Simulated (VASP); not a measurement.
Wanted: the native input for a VASP 6.6.1 run.

| Item | Value |
| --- | --- |
| Task | single point |
| Functional | PBE |
| Potentials or basis | VASP PAW PBE potentials, release 64 (Fe, Al, N) |
| Cutoff | 520 eV |
| k mesh | 2 × 2 × 2 |
| Occupations | gaussian, width 0.01 eV |
| Spin | collinear spin, ferromagnetic start |
| Starting moments | [4.0, 0.0, 0.0, 0.0, 0.0, 0.0, 0.0, 0.0, 0.0, 0.0, 0.0, 0.0, 0.0, 0.0, 0.0, 0.0] μB |
| Dipole correction | no |
| Further INCAR settings | LREAL = Auto; ALGO = Normal; EDIFF = 1e-06; NBANDS = 52 |

The structure of Al7FeN8 (a cell with a defect) lies in POSCAR:

```
Al7FeN8
1.0
    0.0000000000      0.0000000000      5.0180433215
    6.2604168406      0.0000000000      0.0000000000
   -3.1302084203      5.4216800223      0.0000000000
Fe Al N
1 7 8
Direct
    0.5003965299      0.3342722815      0.1653602649
    0.4995483470      0.3355925143      0.6660417920
    0.4995082357      0.8337330267      0.1641823006
    0.4995371794      0.8337163733      0.6659678228
    0.9985059003      0.1666617523      0.3331116361
    0.9984852413      0.1666431903      0.8299877187
    0.9984331962      0.6696454930      0.3330162131
    0.9987113701      0.6677252309      0.8320280502
    0.8926666582      0.3342936025      0.1653709781
    0.8796323562      0.3349924662      0.6657114072
    0.8796050858      0.8340442607      0.1647713715
    0.8796071347      0.8340260295      0.6656190946
    0.3773985165      0.1628997858      0.3368727992
    0.3774216648      0.1629033916      0.8225213685
    0.3773859879      0.6771474059      0.3367667482
    0.3797554652      0.6677124859      0.8320697819
```

These files were run (other wordings do the same):

INCAR

```
ALGO = Normal
EDIFF = 1E-6
ENCUT = 520
GGA = PE
ISIF = 2
ISMEAR = 0
ISPIN = 2
LASPH = True
LCHARG = False
LMAXMIX = 4
LORBIT = 11
LREAL = Auto
LWAVE = False
MAGMOM = 4 0 0 0 0 0 0 0 0 0 0 0 0 0 0 0
NBANDS = 52
NELM = 150
PREC = Accurate
SIGMA = 0.01
```

KPOINTS

```
k-points
0
Gamma
  2 2 2
```

Potentials or basis: VASP PAW PBE potentials, release 64 (Fe, Al, N).

Run with:

```console
$ cat potpaw_PBE.64/Fe/POTCAR potpaw_PBE.64/Al/POTCAR potpaw_PBE.64/N/POTCAR > POTCAR
$ mpirun -np 1 vasp_std > vasp.out
```

It gave:

* Pressure: 2.6 GPa
* Largest force: 0.053 eV/Å
* Band gap on the k mesh: 0.86 eV
* Net moment: 5.00 μB per cell
* Site moments: Fe +3.75; Al +0.01, +0.00 (each value once); N +0.14, +0.01, +0.16, +0.00 (each value once) μB
* Valence electrons inside the program's atomic spheres: Fe 7.06; Al 0.80; N 3.82, 3.85, 3.83 (each value once)

Caveat: the k points lie up to 0.63 Å⁻¹ apart.

Run time: 3.8 min on 1 thread of Intel(R) Xeon(R) Platinum 8559C (Emerald Rapids), on a shared host, peak memory 0.4 GiB.
